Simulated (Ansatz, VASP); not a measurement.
**Two plane-wave programs on CdTe**

```
CELL_PARAMETERS angstrom
3.19361 0.00000 0.00000
-1.59681 2.76575 0.00000
0.00000 0.00000 6.44280
ATOMIC_POSITIONS crystal
Cd 0.00000 0.00000 0.50000
Te 0.00000 0.00000 0.00000
```

Alike in both runs: functional PBE; k mesh 18 × 18 × 10; occupations gaussian, width 0.1 eV; no spin polarisation.

Ansatz relaxed the structure, and its values are those at the end. VASP's run is a single point on that final structure, the one shown.

|  | VASP | Ansatz |
| --- | --- | --- |
| version | VASP 6.6.1 | Ansatz 0.2.0 |
| potentials or method | VASP PAW PBE potentials, release 64 (Cd, Te), cutoff 520 eV | scalar-relativistic, plane waves, PAW |
| valence electrons in the cell | 18 | 36 |

```tsv
	VASP	Ansatz	Ansatz less VASP
gap on the k mesh at the Fermi level (eV)	none	none	-
pressure (GPa)	0.0	0.0	-0.04
```

A gap of «none» marks a metal or a gap that the smearing closes. VASP's potentials hold 18 valence electrons a cell and Ansatz's 36, so a difference there can come from the potentials and not from the codes.

Neither program's run includes spin-orbit coupling.
